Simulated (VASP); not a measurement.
# MgO (P6_3/mmc) in VASP: further runs

MgO is run at these levels: PBEsol; tasks: single point.

All numbers are computed with VASP 6.6.1; they aren't measurements. Logs are shortened: lines on timing, memory, paths and dates and some standing lists are left out, and cuts for length are marked.

### Step 1. The cell of the first run

The structure is hexagonal, space group P6_3/mmc (No. 194). Conventional cell: a = 3.289 Å, b = 3.289 Å, c = 4.736 Å, α = 90.00°, β = 90.00°, γ = 120.00°. Mg (site symmetry -6m2) has 5 O at 1.90 to 2.37 Å within 2.5 Å. Within 2.5 Å of O (site symmetry -6m2) lie 5 Mg at 1.90 to 2.37 Å.

### Step 2. Single point, PBEsol (volume 11.092 Å^3 an atom, c/a of the conventional cell 1.4399)

The input, INCAR:

```
PREC = Accurate
ENCUT = 520
EDIFF = 1E-6
ISMEAR = 0
SIGMA = 0.05
LREAL = F
LASPH = T
NELM = 100
ALGO = Normal
ISIF = 2
LWAVE = F
LCHARG = F
GGA = PS
NBANDS = 16
```

The input, KPOINTS:

```
regular mesh
0
Gamma
  9 9 6
```

The input, POSCAR:

```
MgO
1.0
    3.2890369164      0.0000000000      0.0000000000
   -1.6445184582      2.8483895236      0.0000000000
    0.0000000000      0.0000000000      4.7358842559
Mg O
2 2
Direct
    0.6666666667      0.3333333333      0.7500000000
    0.3333333333      0.6666666667      0.2500000000
    0.6666666667      0.3333333333      0.2500000000
    0.3333333333      0.6666666667      0.7500000000
```

Potentials or basis: VASP PAW PBE potentials, release 64 (Mg, O).

Launch:

```sh
$ cat potpaw_PBE.64/Mg/POTCAR potpaw_PBE.64/O/POTCAR > POTCAR
$ mpirun -np 1 vasp_std > vasp.out
```

OUTCAR:

```text
PREC = Accurate
   ENCUT = 520
   EDIFF = 1E-6
   ISMEAR = 0
   LREAL = F
   LASPH = T
   NELM = 100
   ISIF = 2
   GGA = PS

 ion  position               nearest neighbor table
   1  0.667  0.333  0.750-   4 1.90   4 1.90   4 1.90   3 2.37   3 2.37   2 3.04   2 3.04   2 3.04
                             2 3.04   2 3.04   2 3.04
   2  0.333  0.667  0.250-   3 1.90   3 1.90   3 1.90   4 2.37   4 2.37   1 3.04   1 3.04   1 3.04
                             1 3.04   1 3.04   1 3.04
   3  0.667  0.333  0.250-   2 1.90   2 1.90   2 1.90   1 2.37   1 2.37
   4  0.333  0.667  0.750-   1 1.90   1 1.90   1 1.90   2 2.37   2 2.37

  LATTYP: Found a hexagonal cell.
 ALAT       =     3.2890369164
 C/A-ratio  =     1.4399000000

  Lattice vectors:

 A1 = (   3.2890369164,   0.0000000000,   0.0000000000)
 A2 = (  -1.6445184582,   2.8483895236,   0.0000000000)
 A3 = (   0.0000000000,   0.0000000000,   4.7358842559)

Analysis of symmetry for initial positions (statically):
=====================================================================
 Subroutine PRICEL returns:
 Original cell was already a primitive cell.

 Routine SETGRP: Setting up the symmetry group for a
 hexagonal supercell.

 Subroutine GETGRP returns: Found 24 space group operations
 (whereof 12 operations were pure point group operations)
 out of a pool of 24 trial point group operations.

The static configuration has the point symmetry D_3d.
 The point group associated with its full space group is D_6h.

Analysis of symmetry for dynamics (positions and initial velocities):
=====================================================================
 Subroutine PRICEL returns:
 Original cell was already a primitive cell.

 Routine SETGRP: Setting up the symmetry group for a
 hexagonal supercell.

 Subroutine GETGRP returns: Found 24 space group operations
 (whereof 12 operations were pure point group operations)
 out of a pool of 24 trial point group operations.

The dynamic configuration has the point symmetry D_3d.
 The point group associated with its full space group is D_6h.

 Subroutine INISYM returns: Found 24 space group operations
 (whereof 12 operations are pure point group operations),
 and found     1 'primitive' translations

----------------------------------------------------------------------------------------

                                     Primitive cell

  volume of cell :      44.3679

  direct lattice vectors                    reciprocal lattice vectors
     3.289036916  0.000000000  0.000000000     0.304040370  0.175537789  0.000000000
    -1.644518458  2.848389524  0.000000000     0.000000000  0.351075579  0.000000000
     0.000000000  0.000000000  4.735884256     0.000000000  0.000000000  0.211153809

  length of vectors
     3.289036916  3.289036916  4.735884256     0.351075579  0.351075579  0.211153809

  position of ions in fractional coordinates (direct lattice)
     0.666666667  0.333333333  0.750000000
     0.333333333  0.666666667  0.250000000
     0.666666667  0.333333333  0.250000000
     0.333333333  0.666666667  0.750000000

  ion indices of the primitive-cell ions
   primitive index   ion index
                 1           1
                 2           2
                 3           3
                 4           4

----------------------------------------------------------------------------------------

 KPOINTS: regular mesh

Automatic generation of k-mesh.
 Grid dimensions read from file:
 generate k-points for:    9    9    6

 Generating k-lattice:

  Cartesian coordinates                     Fractional coordinates (reciprocal lattice)
     0.033782263  0.019504199  0.000000000     0.111111111 -0.000000000  0.000000000
     0.000000000  0.039008398  0.000000000     0.000000000  0.111111111  0.000000000
     0.000000000  0.000000000  0.035192302     0.000000000  0.000000000  0.166666667

  Length of vectors
     0.039008398  0.039008398  0.035192302

  Shift w.r.t. Gamma in fractional coordinates (k-lattice)
     0.000000000  0.000000000  0.000000000

 Subroutine IBZKPT returns following result:
 ===========================================

 Found     48 irreducible k-points:

 Following reciprocal coordinates:
            Coordinates               Weight
  0.000000  0.000000  0.000000      1.000000
  0.111111  0.000000  0.000000      6.000000
  0.222222  0.000000  0.000000      6.000000
  0.333333 -0.000000  0.000000      6.000000
  0.444444  0.000000  0.000000      6.000000
  0.111111  0.111111  0.000000      6.000000
[... 16 lines left out ...]
  0.333333  0.222222  0.166667     24.000000
  0.333333  0.333333  0.166667      4.000000
 [... further k-points ...]
   k-points           NKPTS =     48   k-points in BZ     NKDIM =     48   number of bands    NBANDS=     16
   number of dos      NEDOS =    301   number of ions     NIONS =      4
   total plane-waves  NPLWV =  20736
   dimension x,y,z NGX =    24 NGY =   24 NGZ =   36
   dimension x,y,z NGXF=    48 NGYF=   48 NGZF=   72
   ions per type =               2   2
   NGX,Y,Z   is equivalent  to a cutoff of  12.13, 12.13, 12.64 a.u.
   NGXF,Y,Z  is equivalent  to a cutoff of  24.26, 24.26, 25.27 a.u.
 SYSTEM =  unknown system
   PREC   = accura    normal or accurate (medium, high low for compatibility)
   ISTART =      0    job   : 0-new  1-cont  2-samecut
   ICHARG =      2    charge: 1-file 2-atom 10-const
   ISPIN  =      1    spin polarized calculation?
   LNONCOLLINEAR =      F non collinear calculations
   LSORBIT =      F    spin-orbit coupling
   LASPH  =      T    aspherical Exc in radial PAW
   ENCUT  =  520.0 eV  38.22 Ry    6.18 a.u.   6.12  6.12  8.81*2*pi/ulx,y,z
   NELM   =    100;   NELMIN=  2; NELMDL= -5     # of ELM steps
   EDIFF  = 0.1E-05   stopping-criterion for ELM
   LREAL  =      F    real-space projection
   EDIFFG = 0.1E-04   stopping-criterion for IOM
   NSW    =      0    number of steps for IOM
   IBRION =     -1    ionic relax: 0-MD 1-quasi-New 2-CG
   NFREE  =      0    steps in history (QN), initial steepest desc. (CG)
   ISIF   =      2    stress and relaxation
   ISYM   =      2    0-nonsym 1-usesym 2-fastsym
   POTIM  = 0.5000    time-step for ionic-motion
   TEBEG  =    0.0;   TEEND  =   0.0 temperature during run
   PSTRESS=    0.0 pullay stress
   NELECT =      16.0000    total number of electrons
   NUPDOWN=      -1.0000    fix difference up-down
   EMIN   =  10.00;   EMAX   =-10.00  energy-range for DOS
   EFERMI =   0.00;   METHOD = LEGACY
   ISMEAR =     0;   SIGMA  =   0.05  broadening in eV -4-tet -1-fermi 0-gaus
   EFERMI_NEDOS =   21; number of points for ismear=-14 and -15
   IALGO  =     38    algorithm
   IMIX   =      4    mixing-type and parameters
     AMIX     =   0.40;   BMIX     =  1.00
     AMIX_MAG =   1.60;   BMIX_MAG =  1.00
  volume/ion in A,a.u.               =      11.09        74.85
  Fermi-wavevector in a.u.,A,eV,Ry     =   1.165266  2.202034 18.474602  1.357845
  Thomas-Fermi vector in A             =   2.301794
   LORBIT       =      0    0 simple, 1 ext, 2 COOP (PROOUT), +10 PAW based schemes
   GGA     = PS    functional components
   LHFCALC =     F    Hartree Fock is set to
   AEXX    =    0.0000 exact exchange contribution
   IVDW    =     0    specifies the selected vdW correction
   LEPSILON=     F    determine dielectric tensor
   LRPA    =     F    only Hartree local field effects (RPA)
 non-spin polarized calculation
 Gauss-broadening in eV      SIGMA  =   0.05
  energy-cutoff  :      520.00
  volume of cell :       44.37
 maximum number of plane-waves:      1208
   NGX = 13   NGY = 13   NGZ = 17

 number of electron      16.0000013 magnetization

 Free energy of the ion-electron system (eV)
  ---------------------------------------------------
  ext. energy  EPLUGINS =         0.00000000
  ---------------------------------------------------
  free energy    TOTEN  =       -24.30127977 eV

  energy without entropy =      -24.30127977  energy(sigma->0) =      -24.30127977

 E-fermi :   2.1562     XC(G=0): -10.2783

 val. band max:        1.9310720424   @ k =   0.0000   0.0000   0.0000
 cond. band min:       5.0568870117   @ k =   0.0000   0.0000   0.0000
 fundamental gap:      3.1258149693
 Fermi energy:         2.1562138500

 k-point     1 :       0.0000    0.0000    0.0000
  band No.  band energies     occupation
      1     -14.9932      2.00000
      2     -13.9487      2.00000
      3      -2.0841      2.00000
      4       0.3462      2.00000
      5       0.3462      2.00000
      6       0.8382      2.00000
[... 8 lines left out ...]
     15      18.0178      0.00000
     16      18.0178      0.00000

 k-point     2 :       0.1111    0.0000    0.0000
  band No.  band energies     occupation
      1     -14.9230      2.00000
      2     -13.9300      2.00000
      3      -1.9628      2.00000
      4       0.0732      2.00000
      5       0.2666      2.00000
      6       0.4892      2.00000
[... 8 lines left out ...]
     15      17.1569      0.00000
     16      17.4049      0.00000

 k-point     3 :       0.2222    0.0000    0.0000
  band No.  band energies     occupation
      1     -14.7328      2.00000
      2     -13.8913      2.00000
      3      -1.6148      2.00000
      4      -0.6769      2.00000
      5      -0.0362      2.00000
      6       0.1011      2.00000
[... 8 lines left out ...]
     15      16.2617      0.00000
     16      16.4149      0.00000

 k-point     4 :       0.3333   -0.0000    0.0000
  band No.  band energies     occupation
      1     -14.4825      2.00000
      2     -13.8736      2.00000
      3      -1.4279      2.00000
      4      -1.0979      2.00000
      5      -0.4666      2.00000
      6      -0.0553      2.00000
[... 8 lines left out ...]
     15      15.4269      0.00000
     16      17.0229      0.00000
[... 324 lines left out ...]
 k-point    22 :       0.2222    0.2222    0.1667
  band No.  band energies     occupation
      1     -14.3225      2.00000
      2     -13.9091      2.00000
      3      -1.4554      2.00000
      4      -1.2952      2.00000
      5      -0.2069      2.00000
      6      -0.1549      2.00000
[... 8 lines left out ...]
     15      14.7174      0.00000
     16      18.0923      0.00000

 k-point    23 :       0.3333    0.2222    0.1667
  band No.  band energies     occupation
      1     -14.1470      2.00000
      2     -13.9432      2.00000
      3      -1.6901      2.00000
      4      -1.0494      2.00000
      5      -0.6364      2.00000
      6       0.1559      2.00000
[... 8 lines left out ...]
     15      14.7412      0.00000
     16      18.2047      0.00000

 k-point    24 :       0.3333    0.3333    0.1667
  band No.  band energies     occupation
      1     -14.0208      2.00000
      2     -14.0208      2.00000
      3      -1.5811      2.00000
      4      -0.9242      2.00000
      5      -0.9242      2.00000
      6       0.0510      2.00000
[... 8 lines left out ...]
     15      14.7892      0.00000
     16      19.3107      0.00000

 [... further k-points ...]

------------------------ aborting loop because EDIFF is reached ----------------------------------------

  FORCE on cell =-STRESS in cart. coord.  units (eV):
  Direction    XX          YY          ZZ          XY          YZ          ZX
  --------------------------------------------------------------------------------------
  -------------------------------------------------------------------------------------
  Total        4.2902290      4.2902290     -2.9168290      0.0000000      0.0000000      0.0000000
  in kB      154.9251232    154.9251232   -105.3300644      0.0000000      0.0000000      0.0000000
  external PRESSURE =      68.1733940 kB  Pullay stress =       0.0000000 kB

 VOLUME and BASIS-vectors are now :
 -----------------------------------------------------------------------------
  energy-cutoff  :      520.00
  volume of cell :       44.37
      direct lattice vectors                 reciprocal lattice vectors
     3.289036916  0.000000000  0.000000000     0.304040370  0.175537789  0.000000000
    -1.644518458  2.848389524  0.000000000     0.000000000  0.351075579  0.000000000
     0.000000000  0.000000000  4.735884256     0.000000000  0.000000000  0.211153809

 POSITION                                       TOTAL-FORCE (eV/Angst)
 -----------------------------------------------------------------------------------
      1.64452      0.94946      3.55191         0.000000      0.000000      0.000000
     -0.00000      1.89893      1.18397        -0.000000      0.000000      0.000000
      1.64452      0.94946      1.18397         0.000000      0.000000      0.000000
     -0.00000      1.89893      3.55191        -0.000000     -0.000000      0.000000
 -----------------------------------------------------------------------------------
    total drift:                               -0.000000      0.000000     -0.000000

  FREE ENERGIE OF THE ION-ELECTRON SYSTEM (eV)
  ---------------------------------------------------
  free  energy   TOTEN  =       -24.3012797667 eV

  energy  without entropy=      -24.3012797667  energy(sigma->0) =      -24.30127977
```

It took 10 s on 1 thread of Intel Xeon 6975P-C (Granite Rapids), shared host; peak memory 0.16 GiB.

What came out:

- Free energy: -24.3013 eV
- Pressure: 6.8 GPa
- Band gap on the k mesh: 3.13 eV, direct

Stress tensor (GPa, compression positive):
```
 15.49   0.00   0.00
  0.00  15.49   0.00
  0.00   0.00 -10.53
```

Levels at points of the mesh, in eV from the valence-band top:
```
           k point  band 4  band 5  band 6  band 7  band 8  band 9  band 10  band 11  band 12  band 13
(0.00, 0.00, 0.00)   -1.58   -1.58   -1.09   -1.09    0.00    3.13     8.95    10.44    13.74    13.74
(0.00, 0.00, 0.50)   -2.52   -1.35   -1.35   -1.35   -1.35    6.05     6.05    13.32    13.32    14.11
```

Caveat: the PAW data sets were made with another functional, which shifts forces and pressure a little.

### Step 3. Single point, PBEsol (volume 11.092 Å^3 an atom, c/a of the conventional cell 1.0006)

The input, INCAR:

```
PREC     = Accurate       # precision mode
ENCUT    = 520            # plane-wave cutoff, eV
EDIFF    = 1E-6           # SCF threshold, eV
ISMEAR   = 0              # smearing method
SIGMA    = 0.05           # smearing width, eV
LREAL    = False          # projectors in reciprocal space
LASPH    = True           # aspherical terms in the spheres
NELM     = 100            # most SCF steps
ALGO     = Normal         # electronic algorithm
ISIF     = 2              # what is computed and relaxed
LWAVE    = False          # write WAVECAR
LCHARG   = True           # write CHGCAR
GGA      = PS             # functional
LELF     = True           # ELF
LVHAR    = True         
NBANDS   = 16             # bands
```

The input, KPOINTS:

```
Automatic mesh
0
Gamma
  9 9 6
```

The input, POSCAR:

```
MgO
1.0
    3.7132941990      0.0000000000      0.0000000000
   -1.8566470995      3.2158071080      0.0000000000
    0.0000000000      0.0000000000      3.7155221755
Mg O
2 2
Direct
    0.6666666667      0.3333333333      0.7500000000
    0.3333333333      0.6666666667      0.2500000000
    0.6666666667      0.3333333333      0.2500000000
    0.3333333333      0.6666666667      0.7500000000
```

Potentials or basis: VASP PAW PBE potentials, release 64 (Mg, O).

Launch:

```sh
$ cat potpaw_PBE.64/Mg/POTCAR potpaw_PBE.64/O/POTCAR > POTCAR
$ mpirun -np 1 vasp_std > vasp.out
```

Wall time 12 s (1 thread of Intel Xeon 6975P-C (Granite Rapids), shared host); peak memory 0.17 GiB.

The run converged. Its results:

| Quantity | Value |
| --- | --- |
| Free energy | -24.0429 eV |
| Pressure | 11.3 GPa |
| Band gap on the k mesh | 3.31 eV, indirect (least direct gap 3.44 eV) |

Stress tensor (GPa, compression positive):
```
-5.46  0.00  0.00
 0.00 -5.46  0.00
 0.00  0.00 44.66
```

Levels at points of the mesh, in eV from the valence-band top:
```
           k point  band 6  band 7  band 8  band 9  band 10  band 11
(0.00, 0.00, 0.00)   -0.49   -0.49   -0.13    3.31    10.53    11.54
(0.00, 0.00, 0.50)   -1.23   -1.23   -1.23    6.57     6.57    11.89
```

Caveat: the PAW data sets were made with another functional, which shifts forces and pressure a little.

### Step 4. Single point, PBEsol (volume 11.092 Å^3 an atom, c/a of the conventional cell 1.2753)

The input, INCAR:

```
SYSTEM = MgO
  PREC = Accurate
  ENCUT = 520
  EDIFF = 1E-6
  ISMEAR = 0
  SIGMA = 0.05
  LREAL = .False.
  LASPH = .True.
  NELM = 60
  ALGO = Normal
  ISIF = 2
  LWAVE = .False.
  LCHARG = .True.
  GGA = PS
  LELF = .True.
  LVHAR = .True.
  NBANDS = 16
```

The input, KPOINTS:

```
regular mesh
0
Gamma
  9 9 6
  0 0 0
```

The input, POSCAR:

```
MgO
1.0
    3.4248540759      0.0000000000      0.0000000000
   -1.7124270380      2.9660106340      0.0000000000
    0.0000000000      0.0000000000      4.3677164031
Mg O
2 2
Direct
    0.6666666667      0.3333333333      0.7500000000
    0.3333333333      0.6666666667      0.2500000000
    0.6666666667      0.3333333333      0.2500000000
    0.3333333333      0.6666666667      0.7500000000
```

Launch:

```sh
$ cat potpaw_PBE.64/Mg/POTCAR potpaw_PBE.64/O/POTCAR > POTCAR
$ mpirun -np 1 vasp_std > vasp.out
```

It took 17 s on 1 thread of Intel Xeon Platinum 8488C (Sapphire Rapids), shared host; peak memory 0.18 GiB.

It converged, with:

* Free energy: -24.7029 eV
* Pressure: 0.2 GPa
* Band gap on the k mesh: 3.20 eV, direct

Stress tensor (GPa, compression positive):
```
 3.42  0.00  0.00
 0.00  3.42  0.00
 0.00  0.00 -6.24
```

Levels at points of the mesh, in eV from the valence-band top:
```
           k point  band 5  band 6  band 7  band 8  band 9  band 10  band 11  band 12
(0.00, 0.00, 0.00)   -1.72   -0.95   -0.95    0.00    3.20     9.07    11.42    12.72
(0.00, 0.00, 0.50)   -1.35   -1.35   -1.35   -1.35    6.19     6.19    13.08    13.08
```

Caveat: the PAW data sets were made with another functional, which shifts forces and pressure a little.

### Step 5. The runs side by side

```csv
cell,gap on the mesh (eV),pressure (GPa)
"a = 3.289, b = 3.289, c = 4.736 Å, angles 90.0, 90.0, 120.0°, 4 atoms",3.13,6.8
"a = 3.713, b = 3.713, c = 3.716 Å, angles 90.0, 90.0, 120.0°, 4 atoms",3.31,11.3
"a = 3.425, b = 3.425, c = 4.368 Å, angles 90.0, 90.0, 120.0°, 4 atoms",3.20,0.2
```

Alike in all rows: task single point; level PBEsol; potentials or basis VASP PAW PBE potentials, release 64 (Mg, O); no spin polarisation; k mesh 9 × 9 × 6; cutoff (eV) 520; smearing gaussian 0.05 eV.

Caveats: the PAW data sets were made with another functional, which shifts forces and pressure a little.

Total energies depend on the potentials used, so only differences within one code and one set of settings carry meaning.
